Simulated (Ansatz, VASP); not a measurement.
# Two plane-wave programs on Si

```
Si
1.0
     2.76918    0.00000    0.00000
    -1.38459    2.39818    0.00000
     0.00000    0.00000    4.52207
Si
2
Direct
  0.33333 0.66667 0.25000
  0.66667 0.33333 0.75000
```

Alike in both runs: task relaxation of cell and atoms; functional r2SCAN; k mesh 13 × 13 × 7; occupations fermi-dirac, width 0.1 eV; no spin polarisation.

```csv
,VASP,Ansatz
version,VASP 6.6.1,Ansatz 0.2.0
potentials or method,"VASP PAW PBE potentials, release 64 (Si), cutoff 600 eV","plane waves (500 eV) with PAW, scalar-relativistic"
valence electrons in the cell,8,8
```

VASP gave:

| Quantity | Value |
| --- | --- |
| relaxed volume (Å³/atom) | 13.72 |
| relaxed cell length with the largest relative difference (Å) | 4.522 |

**Question.** Which values does Ansatz return?

**Answer.** Relaxed volume (Å³/atom): 13.72; relaxed cell length with the largest relative difference (Å): 4.598.

VASP's potentials were made for PBE, not for r2SCAN.
